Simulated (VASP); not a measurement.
# Ge (I4_1/amd) in VASP: notebook, part 2 of 2

VASP 6.6.1. The steps go on from the part before.

### 5 Single point, r2SCAN (biaxial strain in the a-b plane: +6.0 %)

Contents of POSCAR:

```
Ge
1.0
    3.0076727338      3.0076727338      0.0000000000
   -3.0076727338      3.0076727338      0.0000000000
    0.0000000000      0.0000000000      5.4705594631
Ge
4
Direct
    0.5000000000      0.5000000000      0.5000000000
    0.5000000000      0.0000000000      0.2500000000
    0.0000000000      0.0000000000      0.0000000000
    0.0000000000      0.5000000000      0.7500000000
```

Contents of INCAR.step1:

```
ALGO = Normal ; EDIFF = 1E-4
ENCUT = 520 ; GGA = PE
ISMEAR = 0 ; LASPH = True
LCHARG = False ; LREAL = False
LWAVE = True ; NBANDS = 36
NELM = 100 ; PREC = Accurate
SIGMA = 0.02
```

Contents of INCAR.step2:

```
ALGO = Normal ; EDIFF = 1E-6
ENCUT = 520 ; ISIF = 2
ISMEAR = 0 ; ISTART = 1
LASPH = True ; LCHARG = False
LMIXTAU = True ; LREAL = False
LWAVE = False ; METAGGA = R2SCAN
NBANDS = 36 ; NELM = 100
PREC = Accurate ; SIGMA = 0.02
```

Contents of KPOINTS:

```
k-points
0
Gamma
  10 10 6
```

Potentials or basis: VASP PAW PBE potentials, release 64 (Ge_d).

The run is started by

```bash
$ cat potpaw_PBE.64/Ge_d/POTCAR > POTCAR
$ cp INCAR.step1 INCAR
$ mpirun -np 1 vasp_std > vasp.out
$ cp INCAR.step2 INCAR
$ mpirun -np 1 vasp_std > vasp.out
```

OUTCAR:

```text
EDIFF = 1E-6
   ENCUT = 520
   ISIF = 2
   ISMEAR = 0
   ISTART = 1
   LASPH = True
   LREAL = False
   METAGGA = R2SCAN
   NELM = 100
   PREC = Accurate

 ion  position               nearest neighbor table
   1  0.500  0.500  0.500-   2 2.53   4 2.53   2 2.53   4 2.53
   2  0.500  0.000  0.250-   1 2.53   3 2.53   1 2.53   3 2.53
   3  0.000  0.000  0.000-   2 2.53   4 2.53   4 2.53   2 2.53
   4  0.000  0.500  0.750-   1 2.53   3 2.53   3 2.53   1 2.53

  LATTYP: Found a simple tetragonal cell.
 ALAT       =     4.2534915713
 C/A-ratio  =     1.2861338435

  Lattice vectors:

 A1 = (   3.0076727338,   3.0076727338,   0.0000000000)
 A2 = (  -3.0076727338,   3.0076727338,   0.0000000000)
 A3 = (   0.0000000000,   0.0000000000,   5.4705594631)

Analysis of symmetry for initial positions (statically):
=====================================================================
 Subroutine PRICEL returns following result:

  LATTYP: Found a body centered tetragonal cell.
 ALAT       =     4.2534915713
 C/A-ratio  =     1.2861338435

  Lattice vectors:

 A1 = (   0.0000000000,  -3.0076727338,  -2.7352797315)
 A2 = (   0.0000000000,   3.0076727338,  -2.7352797316)
 A3 = (   3.0076727338,   0.0000000000,   2.7352797315)

   2 primitive cells build up your supercell.

 Routine SETGRP: Setting up the symmetry group for a
 simple tetragonal supercell.

 Subroutine GETGRP returns: Found 16 space group operations
 (whereof  8 operations were pure point group operations)
 out of a pool of 16 trial point group operations.

The static configuration has the point symmetry D_2d.
 The point group associated with its full space group is D_4h.

Analysis of symmetry for dynamics (positions and initial velocities):
=====================================================================
 Subroutine PRICEL returns following result:

  LATTYP: Found a body centered tetragonal cell.
 ALAT       =     4.2534915713
[... 131 lines left out ...]
   EMIN   =  10.00;   EMAX   =-10.00  energy-range for DOS
   EFERMI =   0.00;   METHOD = LEGACY
   ISMEAR =     0;   SIGMA  =   0.02  broadening in eV -4-tet -1-fermi 0-gaus
   EFERMI_NEDOS =   21; number of points for ismear=-14 and -15
   IALGO  =     38    algorithm
   IMIX   =      4    mixing-type and parameters
     AMIX     =   0.40;   BMIX     =  1.00
     AMIX_MAG =   1.60;   BMIX_MAG =  1.00
  volume/ion in A,a.u.               =      24.74       166.98
  Fermi-wavevector in a.u.,A,eV,Ry     =   1.354035  2.558755 24.945066  1.833411
  Thomas-Fermi vector in A             =   2.481240
   LORBIT       =      0    0 simple, 1 ext, 2 COOP (PROOUT), +10 PAW based schemes
   METAGGA = R2SCAN    functional components
   LHFCALC =     F    Hartree Fock is set to
   AEXX    =    0.0000 exact exchange contribution
   IVDW    =     0    specifies the selected vdW correction
   LEPSILON=     F    determine dielectric tensor
   LRPA    =     F    only Hartree local field effects (RPA)
 non-spin polarized calculation
 Gauss-broadening in eV      SIGMA  =   0.02
  energy-cutoff  :      520.00
  volume of cell :       98.97
 maximum number of plane-waves:      2686
 NGX is ok and might be reduce to    32
   NGX = 15   NGY = 15   NGZ = 21

 number of electron      56.0000024 magnetization

 Free energy of the ion-electron system (eV)
  ---------------------------------------------------
  ext. energy  EPLUGINS =         0.00000000
  ---------------------------------------------------
  free energy    TOTEN  =       -55.25052106 eV

  energy without entropy =      -55.25040207  energy(sigma->0) =      -55.25046157

 E-fermi :   4.0123     XC(G=0): -10.3714

 val. band max:        4.0025820165   @ k =   0.5000   0.0000   0.5000
 cond. band min:       4.0219552267   @ k =   0.1000   0.0000   0.0000
 fundamental gap:      0.0193732101
 Fermi energy:         4.0122686217

 k-point     1 :       0.0000    0.0000    0.0000
  band No.  band energies     occupation
      1     -21.4319      2.00000
      2     -21.4319      2.00000
      3     -21.4289      2.00000
      4     -21.4111      2.00000
      5     -21.4111      2.00000
      6     -21.3865      2.00000
[... 925 lines left out ...]
     35      10.6971      0.00000
     36      11.1717      0.00000

 [... further k-points ...]
[... 5 lines left out ...]
  --------------------------------------------------------------------------------------
  -------------------------------------------------------------------------------------
  Total       -4.0468587     -4.0468587     -0.4319103      0.0000000      0.0000000     -0.0000000
  in kB      -65.5097177    -65.5097177     -6.9916760      0.0000000      0.0000000     -0.0000000
  external PRESSURE =     -46.0037038 kB  Pullay stress =       0.0000000 kB

 VOLUME and BASIS-vectors are now :
 -----------------------------------------------------------------------------
  energy-cutoff  :      520.00
  volume of cell :       98.97
      direct lattice vectors                 reciprocal lattice vectors
     3.007672734  3.007672734  0.000000000     0.166241491  0.166241491  0.000000000
    -3.007672734  3.007672734  0.000000000    -0.166241491  0.166241491  0.000000000
     0.000000000  0.000000000  5.470559463     0.000000000  0.000000000  0.182796660

 POSITION                                       TOTAL-FORCE (eV/Angst)
 -----------------------------------------------------------------------------------
      0.00000      3.00767      2.73528         0.000000      0.000000      0.000000
      1.50384      1.50384      1.36764        -0.000000     -0.000000     -0.000000
      0.00000      0.00000      0.00000         0.000000     -0.000000     -0.000000
     -1.50384      1.50384      4.10292         0.000000      0.000000     -0.000000
 -----------------------------------------------------------------------------------
    total drift:                               -0.000000      0.000000     -0.000000

  FREE ENERGIE OF THE ION-ELECTRON SYSTEM (eV)
  ---------------------------------------------------
  free  energy   TOTEN  =       -55.2505210636 eV

  energy  without entropy=      -55.2504020714  energy(sigma->0) =      -55.25046157
```

OUTCAR.step1:

```text
EDIFF = 1E-4
   ENCUT = 520
   GGA = PE
   ISMEAR = 0
[... 1186 lines left out ...]
      0.00000      3.00767      2.73528         0.000000      0.000000     -0.000000
      1.50384      1.50384      1.36764        -0.000000     -0.000000      0.000000
      0.00000      0.00000      0.00000        -0.000000     -0.000000      0.000000
     -1.50384      1.50384      4.10292         0.000000      0.000000      0.000000
 -----------------------------------------------------------------------------------
    total drift:                               -0.000000      0.000000     -0.000000

  FREE ENERGIE OF THE ION-ELECTRON SYSTEM (eV)
  ---------------------------------------------------
  free  energy   TOTEN  =       -17.9474962773 eV

  energy  without entropy=      -17.9474930132  energy(sigma->0) =      -17.94749465
```

It took 4.6 min on 1 thread of Intel Xeon 6975P-C (Granite Rapids), shared host; peak memory 0.34 GiB.

Results:

```yaml
Free_energy: -55.2505 eV
Pressure: -4.6 GPa
Band_gap_on_the_k_mesh: zero (bands 28 and 29 overlap by 0.02 eV)
```

Stress tensor (GPa, compression positive):
```
-6.55  0.00  0.00
 0.00 -6.55  0.00
 0.00  0.00 -0.70
```

Caveat: the cell differs from its parent crystal (biaxial strain in the a-b plane: +6.0 %); the cell stands under tension; semilocal functionals underestimate gaps, so a narrow gap can read as zero; the PAW data sets were made with another functional, which shifts forces and pressure a little.

### 6 Single point, r2SCAN (biaxial strain in the a-b plane: -4.0 %, then relaxed in part)

Contents of POSCAR:

```
Ge
1.0
    2.7239300231      2.7239300231      0.0000000000
   -2.7239300231      2.7239300231      0.0000000000
    0.0000000000      0.0000000000      5.8310366884
Ge
4
Direct
    0.5000000000      0.5000000000      0.5000000000
    0.5000000000      0.0000000000      0.2500000000
    0.0000000000      0.0000000000      0.0000000000
    0.0000000000      0.5000000000      0.7500000000
```

Contents of INCAR.step1:

```
PREC = Accurate
ENCUT = 520
ISMEAR = 0
SIGMA = 0.02
LREAL = False
LASPH = True
NELM = 100
NBANDS = 36
GGA = PE
ALGO = Normal
EDIFF = 1E-4
LWAVE = True
LCHARG = False
```

Contents of INCAR.step2:

```
PREC = Accurate
ENCUT = 520
EDIFF = 1E-6
ISMEAR = 0
SIGMA = 0.02
LREAL = False
LASPH = True
NELM = 100
ALGO = Normal
ISIF = 2
LWAVE = False
LCHARG = False
METAGGA = R2SCAN
LMIXTAU = True
NBANDS = 36
ISTART = 1
```

Contents of KPOINTS:

```
Automatic mesh
0
Gamma
  10 10 6
```

Potentials or basis: VASP PAW PBE potentials, release 64 (Ge_d).

The run is started by

```bash
$ cat potpaw_PBE.64/Ge_d/POTCAR > POTCAR
$ cp INCAR.step1 INCAR
$ mpirun -np 1 vasp_std > vasp.out
$ cp INCAR.step2 INCAR
$ mpirun -np 1 vasp_std > vasp.out
```

Wall time 7 min (1 thread of Intel Xeon 6975P-C (Granite Rapids), shared host); peak memory 0.32 GiB.

The run converged. Its results:

* Free energy: -55.3434 eV
* Pressure: 4.4 GPa
* Band gap on the k mesh: 0.28 eV

Stress tensor (GPa, compression positive):
```
6.58 0.00 0.00
0.00 6.58 0.00
0.00 0.00 0.11
```

Levels at points of the mesh, in eV from the valence-band top:
| k point | band 26 | band 27 | band 28 | band 29 | band 30 | band 31 |
| --- | --- | --- | --- | --- | --- | --- |
| (0.00, 0.00, 0.00) | -0.62 | 0.00 | 0.00 | 0.59 | 1.13 | 1.13 |
| (0.50, 0.00, 0.00) | -4.67 | -1.49 | -1.49 | 2.55 | 2.55 | 4.97 |
| (0.50, 0.50, 0.00) | -3.76 | -3.76 | -3.76 | 0.51 | 0.51 | 0.51 |
| (0.00, 0.00, 0.50) | -2.18 | -2.18 | -2.18 | 1.42 | 1.42 | 2.98 |
| (0.50, 0.00, 0.50) | -2.11 | -1.41 | -1.41 | 0.28 | 0.28 | 3.72 |
| (0.50, 0.50, 0.50) | -4.48 | -4.48 | -4.48 | 4.01 | 4.01 | 4.01 |

Caveat: the cell differs from its parent crystal (biaxial strain in the a-b plane: -4.0 %, then relaxed in part); the cell stands under pressure; the PAW data sets were made with another functional, which shifts forces and pressure a little.

### 7 Overview

| cell | gap on the mesh (eV) | pressure (GPa) |
| --- | --- | --- |
| a = 4.173, b = 4.173, c = 5.516 Å, 4 atoms | 0.25 | -3.1 |
| a = 4.173, b = 4.173, c = 5.539 Å, 4 atoms | 0.26 | -3.3 |
| a = 4.253, b = 4.253, c = 5.430 Å, 4 atoms | none | -4.2 |
| a = 4.253, b = 4.253, c = 5.471 Å, 4 atoms | none | -4.6 |
| a = 3.852, b = 3.852, c = 5.831 Å, 4 atoms | 0.28 | 4.4 |

Alike in all rows: task single point; level r2SCAN; potentials or basis VASP PAW PBE potentials, release 64 (Ge_d); no spin polarisation; k mesh 10 × 10 × 6; cutoff (eV) 520; smearing gaussian 0.02 eV.

Caveats: the PAW data sets were made with another functional, which shifts forces and pressure a little; the cell stands under tension (at least some runs); semilocal functionals underestimate gaps, so a narrow gap can read as zero (at least some runs); the cell stands under pressure (at least some runs).

Absolute energies hang on the potentials; compare differences alone.
